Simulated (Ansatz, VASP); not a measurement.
**One calculation of BaTiO3, two programs**

The input POSCAR:

```
BaTiO3
1.0
    3.9855000000      0.0000000000      0.0000000000
    0.0000000000      2.8369000000     -2.8451500000
    0.0000000000      2.8369000000      2.8451500000
Ba Ti O
1 1 3
Direct
    0.0000000000      0.0000000000      0.0000000000
    0.5000000000      0.4876000000      0.5124000000
    0.0000000000      0.5126000000      0.4874000000
    0.5000000000      0.0081600000      0.5052400000
    0.5000000000      0.4947600000      0.9918400000
```

File INCAR.step1:

```
SYSTEM = BaTiO3
ALGO = Normal
EDIFF = 1E-5
ENCUT = 660
GGA = PE
GGA_COMPAT = .False.
ISMEAR = 0
LASPH = .True.
LCHARG = .False.
LDAU = .True.
LDAUJ = 0 0 0
LDAUL = -1 2 -1
LDAUTYPE = 2
LDAUU = 0 5 0
LMAXMIX = 4
LREAL = .False.
LWAVE = .True.
NBANDS = 28
NELM = 200
PREC = Accurate
SIGMA = 0.01
```

The input INCAR.step2:

```
SYSTEM = BaTiO3
ALGO = Normal
EDIFF = 1E-6
ENCUT = 660
GGA_COMPAT = .False.
ISIF = 2
ISMEAR = 0
ISTART = 1
LASPH = .True.
LCHARG = .True.
LDAU = .True.
LDAUJ = 0 0 0
LDAUL = -1 2 -1
LDAUPRINT = 1
LDAUTYPE = 2
LDAUU = 0 5 0
LELF = .True.
LMAXMIX = 4
LMIXTAU = .True.
LREAL = .False.
LVHAR = .True.
LWAVE = .False.
METAGGA = R2SCAN
NBANDS = 28
NELM = 200
PREC = Accurate
SIGMA = 0.01
```

The input KPOINTS:

```
k-points
0
Gamma
  6 6 6
  0 0 0
```

Input for Ansatz:

```yaml
crystal:
  lattice:
    a: 3.9855
    b: 5.6738
    c: 5.6903
    alpha: 90.0
    beta: 90.0
    gamma: 90.0
  space_group: 38
  setting:
    hermann_mauguin: Amm2
  atoms:
    - { symbol: Ba, position: [0.0, 0.0, 0.0] }
    - { symbol: Ti, position: [0.5, 0.5, 0.0124] }
    - { symbol: O, position: [0.0, 0.5, 0.9874] }
    - { symbol: O, position: [0.5, 0.2567, 0.24854] }
  reduce_to_primitive: true
basis:
  ecutwfc: 600.0
kpoints:
  mp_grid:
    grid: [6, 6, 6]
hamiltonian:
  xc: r2scan
  hubbard:
    - { species: Ti, l: d, u_eff: 5.0 }
scf:
  occupations:
    method: fixed
output:
  eigenvalues: true
```

Alike in both runs: task single point; functional r2SCAN; k mesh 6 × 6 × 6; no spin polarisation; Hubbard terms Ti d U = 5.0 eV.

|  | VASP | Ansatz |
| --- | --- | --- |
| version | VASP 6.6.1 | Ansatz 0.2.0 |
| potentials or method | VASP PAW PBE potentials, release 64 (Ba_sv, Ti_sv, O), cutoff 660 eV | plane waves, PAW |
| occupations | gaussian, width 0.01 eV | fixed |
| valence electrons in the cell | 40 | 40 |

```tsv
	VASP	Ansatz	Ansatz less VASP
gap on the k mesh at the Fermi level (eV)	2.91	2.91	+0.008
```

VASP's potentials were made for PBE, not for r2SCAN. The programs project onto different local orbitals, so the same U acts differently, and such runs can settle in different states.

Spin-orbit coupling is off throughout.
